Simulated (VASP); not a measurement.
Input of a VASP 6.6.1 run:

The input INCAR:

```
SYSTEM = VPt3
PREC = Accurate
ENCUT = 520
EDIFF = 1E-6
ISMEAR = -1
SIGMA = 0.1
LREAL = .False.
LASPH = .True.
NELM = 150
ALGO = Normal
ISIF = 2
LWAVE = .False.
LCHARG = .False.
ISPIN = 2
MAGMOM = 0.32 0 0 0
LORBIT = 11
NUPDOWN = 0.32
LMAXMIX = 4
GGA = CA
NBANDS = 34
```

File KPOINTS:

```
Automatic mesh
0
Gamma
  7 7 7
  0 0 0
```

Contents of POSCAR:

```
VPt3
1.0
    3.8790000000      0.0000000000      0.0000000000
    0.0000000000      3.8790000000      0.0000000000
    0.0000000000      0.0000000000      3.8790000000
V Pt
1 3
Direct
    0.0000000000      0.0000000000      0.0000000000
    0.0000000000      0.5000000000      0.5000000000
    0.5000000000      0.0000000000      0.5000000000
    0.5000000000      0.5000000000      0.0000000000
```

Potentials or basis: VASP PAW LDA potentials, release 64 (V_sv, Pt).

Run with:

```sh
$ cat potpaw_LDA.64/V_sv/POTCAR potpaw_LDA.64/Pt/POTCAR > POTCAR
$ mpirun -np 1 vasp_std > vasp.out
```

Q: Predict the pressure.

A: -7.5 GPa.

Caveat: the cell stands under tension; the total moment is fixed, so each spin has its own Fermi level and the state may be an excited one.
